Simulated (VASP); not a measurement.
# Na (Fmmm) in VASP: further runs, part 2 of 3

VASP 6.6.1. The steps go on from the part before.

## (3) Single point, PBE (strain +0.0250 x Voigt [0, 0, 0, 0, 1, 0])

INCAR

```
SYSTEM = Na
  ALGO = Fast
  EDIFF = 1E-7
  ENCUT = 520
  GGA = PE
  ISIF = 2
  ISMEAR = 0
  LASPH = .True.
  LCHARG = .False.
  LREAL = .False.
  LWAVE = .False.
  NBANDS = 10
  NELM = 80
  PREC = Accurate
  SIGMA = 0.15
```

KPOINTS

```
k-points
0
Gamma
  16 16 16
  0 0 0
```

POSCAR

```
Na
1.0
   -2.0910312500      2.1175000000      2.0910312500
    2.1439687500     -2.1175000000      2.1439687500
    2.0910312500      2.1175000000     -2.0910312500
Na
1
Direct
    0.0000000000      0.0000000000      0.0000000000
```

Potentials or basis: VASP PAW PBE potentials, release 64 (Na_pv).

The run is started by

```sh
$ cat potpaw_PBE.64/Na_pv/POTCAR > POTCAR
$ mpirun -np 1 vasp_std > vasp.out
```

OUTCAR:

```text
SYSTEM = Na
   EDIFF = 1E-7
   ENCUT = 520
   GGA = PE
   ISIF = 2
   ISMEAR = 0
   LASPH = .True.
   LREAL = .False.
   NELM = 80
   PREC = Accurate

 ion  position               nearest neighbor table
   1  0.000  0.000  0.000-

  LATTYP: Found a face centered orthorhombic cell.
 ALAT       =     4.2350000000
 B/A-ratio  =     1.3965358928
 C/A-ratio  =     1.4318912319

  Lattice vectors:

 A1 = (  -0.0529375000,   0.0000000000,  -4.2350000000)
 A2 = (  -2.1439687500,   2.1175000000,  -2.1439687500)
 A3 = (   2.0910312500,   2.1175000000,  -2.0910312500)

Analysis of symmetry for initial positions (statically):
=====================================================================
 Subroutine PRICEL returns:
 Original cell was already a primitive cell.

 Routine SETGRP: Setting up the symmetry group for a
 face centered orthorhombic supercell.

 Subroutine GETGRP returns: Found  8 space group operations
 (whereof  8 operations were pure point group operations)
 out of a pool of  8 trial point group operations.

The static configuration has the point symmetry D_2h.

Analysis of symmetry for dynamics (positions and initial velocities):
=====================================================================
 Subroutine PRICEL returns:
 Original cell was already a primitive cell.

 Routine SETGRP: Setting up the symmetry group for a
 face centered orthorhombic supercell.

 Subroutine GETGRP returns: Found  8 space group operations
 (whereof  8 operations were pure point group operations)
 out of a pool of  8 trial point group operations.

The dynamic configuration has the point symmetry D_2h.

 Subroutine INISYM returns: Found  8 space group operations
 (whereof  8 operations are pure point group operations),
 and found     1 'primitive' translations

----------------------------------------------------------------------------------------

                                     Primitive cell

[... 107 lines left out ...]
     AMIX     =   0.40;   BMIX     =  1.00
     AMIX_MAG =   1.60;   BMIX_MAG =  1.00
  volume/ion in A,a.u.               =      37.97       256.25
  Fermi-wavevector in a.u.,A,eV,Ry     =   0.931723  1.760701 11.811318  0.868107
  Thomas-Fermi vector in A             =   2.058246
   LORBIT       =      0    0 simple, 1 ext, 2 COOP (PROOUT), +10 PAW based schemes
   GGA     = PE    functional components
   LHFCALC =     F    Hartree Fock is set to
   AEXX    =    0.0000 exact exchange contribution
   IVDW    =     0    specifies the selected vdW correction
   LEPSILON=     F    determine dielectric tensor
   LRPA    =     F    only Hartree local field effects (RPA)
 non-spin polarized calculation
 RMM-DIIS sequential band-by-band and
 Gauss-broadening in eV      SIGMA  =   0.15
  energy-cutoff  :      520.00
  volume of cell :       37.97
 maximum number of plane-waves:      1040
   NGX = 13   NGY = 13   NGZ = 13

 number of electron       7.0000010 magnetization

 Free energy of the ion-electron system (eV)
  ---------------------------------------------------
  ext. energy  EPLUGINS =         0.00000000
  ---------------------------------------------------
  free energy    TOTEN  =        -1.31309584 eV

  energy without entropy =       -1.30795338  energy(sigma->0) =       -1.31052461

 E-fermi :   0.2638     XC(G=0):  -6.4401

 val. band max:        0.2585337220   @ k =   0.4375  -0.3750   0.1250
 cond. band min:       0.2674733488   @ k =  -0.4375   0.3750   0.1875
 fundamental gap:      0.0089396268
 Fermi energy:         0.2637927708

 k-point     1 :       0.0000    0.0000    0.0000
  band No.  band energies     occupation
      1     -24.6607      2.00000
      2     -24.6604      2.00000
      3     -24.6601      2.00000
      4      -2.9670      2.00000
      5      11.7439      0.00000
      6      11.7782      0.00000
      7      11.9022      0.00000
      8      12.8282      0.00000
      9      12.9271      0.00000
     10      13.0772      0.00000
[... 287 lines left out ...]
 k-point    24 :      -0.1250    0.0625   -0.0000
  band No.  band energies     occupation
      1     -24.6646      2.00000
      2     -24.6609      2.00000
      3     -24.6608      2.00000
      4      -2.7623      2.00000
      5       9.9726      0.00000
      6      10.2490      0.00000
      7      11.3300      0.00000
      8      11.9834      0.00000
      9      12.2628      0.00000
     10      13.2944      0.00000

 [... further k-points ...]
[... 5 lines left out ...]
  --------------------------------------------------------------------------------------
  -------------------------------------------------------------------------------------
  Total       -0.0499849     -0.0485410     -0.0499849     -0.0000000      0.0000000     -0.0372089
  in kB       -2.1090510     -2.0481275     -2.1090510     -0.0000000      0.0000000     -1.5699821
  external PRESSURE =      -2.0887432 kB  Pullay stress =       0.0000000 kB

 VOLUME and BASIS-vectors are now :
 -----------------------------------------------------------------------------
  energy-cutoff  :      520.00
  volume of cell :       37.97
      direct lattice vectors                 reciprocal lattice vectors
    -2.091031250  2.117500000  2.091031250    -0.002952055  0.236127509  0.236164410
     2.143968750 -2.117500000  2.143968750     0.233212354  0.000000000  0.233212354
     2.091031250  2.117500000 -2.091031250     0.236164410  0.236127509 -0.002952055

 POSITION                                       TOTAL-FORCE (eV/Angst)
 -----------------------------------------------------------------------------------
      0.00000      0.00000      0.00000        -0.000000      0.000000      0.000000
 -----------------------------------------------------------------------------------
    total drift:                               -0.000000     -0.000000     -0.000000

  FREE ENERGIE OF THE ION-ELECTRON SYSTEM (eV)
  ---------------------------------------------------
  free  energy   TOTEN  =        -1.3130958439 eV

  energy  without entropy=       -1.3079533820  energy(sigma->0) =       -1.31052461
```

OSZICAR:

```text
N       E                     dE             d eps       ncg     rms          rms(c)
DAV:   1     0.280411798933E+02    0.28041E+02   -0.37882E+03 12462   0.579E+02
DAV:   2    -0.693458104688E+00   -0.28735E+02   -0.28594E+02 12886   0.150E+02
DAV:   3    -0.130864356201E+01   -0.61519E+00   -0.61473E+00 15086   0.236E+01
DAV:   4    -0.131360514968E+01   -0.49616E-02   -0.49612E-02 14672   0.208E+00
DAV:   5    -0.131367508921E+01   -0.69940E-04   -0.69939E-04 14072   0.241E-01    0.204E-01
RMM:   6    -0.131333582178E+01    0.33927E-03   -0.24141E-04 16661   0.163E-01    0.137E-01
RMM:   7    -0.131309070597E+01    0.24512E-03   -0.55751E-04 16911   0.220E-01    0.162E-02
RMM:   8    -0.131309219140E+01   -0.14854E-05   -0.13400E-04 17130   0.201E-01    0.372E-03
RMM:   9    -0.131309503843E+01   -0.28470E-05   -0.27133E-05 18312   0.583E-02    0.248E-03
RMM:  10    -0.131309584976E+01   -0.81133E-06   -0.76237E-06 17643   0.466E-02    0.172E-03
RMM:  11    -0.131309579883E+01    0.50930E-07   -0.23212E-06 18948   0.165E-02    0.338E-04
RMM:  12    -0.131309584388E+01   -0.45051E-07   -0.47816E-07 12601   0.978E-03
   1 F= -.13130958E+01 E0= -.13105246E+01  d E =-.514246E-02
```

stdout:

```text
POSCAR found type information on POSCAR Na
 POSCAR found :  1 types and       1 ions
 scaLAPACK will be used
 LDA part: xc-table for (Slater+PW92), standard interpolation
 POSCAR, INCAR and KPOINTS ok, starting setup
 FFT: planning ... GRIDC
 FFT: planning ... GRID_SOFT
 FFT: planning ... GRID
 WAVECAR not read
 entering main loop
```

Wall time 2 min (1 thread of Intel Xeon 6975P-C, shared host); peak memory 0.3 GiB.

What came out:

- Free energy: -1.3131 eV
- Pressure: -0.2 GPa

Caveat: the cell differs from its parent crystal (strain +0.0250 x Voigt [0, 0, 0, 0, 1, 0]).

(Continued in part 3 of 3.)
